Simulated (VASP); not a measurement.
**Be4Se: single point with PBE**

Crystal: Be4Se.

```
CELL_PARAMETERS angstrom
3.95799 0.00000 0.00000
0.00000 3.95799 0.00000
0.00000 0.00000 3.95799
ATOMIC_POSITIONS crystal
Be 0.00000 0.00000 0.00000
Be 0.50000 0.00000 0.00000
Be 0.00000 0.50000 0.00000
Be 0.00000 0.00000 0.50000
Se 0.50000 0.50000 0.50000
```

```yaml
Program: VASP 6.6.1
Task: single point
Functional: PBE
Potentials_or_basis: VASP PAW PBE potentials, release 64 (Be, Se)
Cutoff: 520 eV
k_mesh: 4 × 4 × 4
Occupations: gaussian, width 0.1 eV
Spin: no spin polarisation
```

* Pressure: -0.2 GPa
* Band gap on the k mesh: zero (band 7 reaches 5.78 eV, above the bottom of band 8 at 1.99 eV)

Levels at points of the mesh, in eV from the Fermi level:
| k point | band 5 | band 6 | band 7 | band 8 | band 9 | band 10 |
| --- | --- | --- | --- | --- | --- | --- |
| (0.00, 0.00, 0.00) | -4.26 | 0.86 | 0.86 | 0.86 | 1.03 | 1.03 |
| (0.50, 0.00, 0.00) | -2.79 | -1.51 | -1.51 | -0.92 | 1.91 | 3.45 |
| (0.50, 0.50, 0.00) | -2.00 | -0.37 | 0.40 | 1.27 | 1.27 | 2.44 |
| (0.50, 0.50, 0.50) | -4.69 | -2.92 | -2.92 | -2.92 | 6.12 | 6.12 |

It took 9.9 s on 1 thread of Intel(R) Xeon(R) Platinum 8259CL CPU @ 2.50GHz (Skylake/Cascade Lake), on a shared host, peak memory 0.16 GiB.

Caveat: the k points lie up to 0.40 Å⁻¹ apart.
